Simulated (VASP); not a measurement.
Here is a VASP 6.6.1 calculation.

The input INCAR:

```
PREC = Accurate
ENCUT = 600
EDIFF = 1E-6
ISMEAR = 0
SIGMA = 0.1
LREAL = F
LASPH = T
NELM = 100
ALGO = Normal
ISIF = 3
LWAVE = F
LCHARG = F
GGA = PE
IVDW = 12
IBRION = 2
NSW = 100
EDIFFG = -0.01
```

The input KPOINTS:

```
Automatic mesh
0
Gamma
  12 12 4
```

File POSCAR:

```
Be2TeS2
1.0
    3.2851050630      0.0000000000      0.0000000000
    0.0000000000      3.2851050630      0.0000000000
    0.0000000000      0.0000000000      9.8338046189
Be Te S
2 1 2
Direct
    0.0000000000      0.0000000000      0.0000000000
    0.5000000000      0.5000000000      0.0000000000
    0.0000000000      0.0000000000      0.5000000000
    0.5000000000      0.0000000000      0.8709761512
    0.0000000000      0.5000000000      0.1290238488
```

Potentials or basis: VASP PAW PBE potentials, release 64 (Be, Te, S).

The run is started by

```console
$ cat potpaw_PBE.64/Be/POTCAR potpaw_PBE.64/Te/POTCAR potpaw_PBE.64/S/POTCAR > POTCAR
$ mpirun -np 1 vasp_std > vasp.out
```

(1) Estimate the dispersion energy per atom.

(2) Predict the relaxed cell.

(3) What does it give for the band gap on the k mesh?

(4) Estimate the relaxed volume.

Answers

(1) -0.281 eV.

(2) a = 3.292 Å, b = 3.292 Å, c = 9.845 Å, α = 90.00°, β = 90.00°, γ = 90.00°.

(3) zero (band 11 reaches 5.63 eV, above the bottom of band 12 at 2.68 eV).

(4) 21.34 Å³/atom.

Caveat: spin-orbit coupling is left out, which moves the levels of the heavy elements.
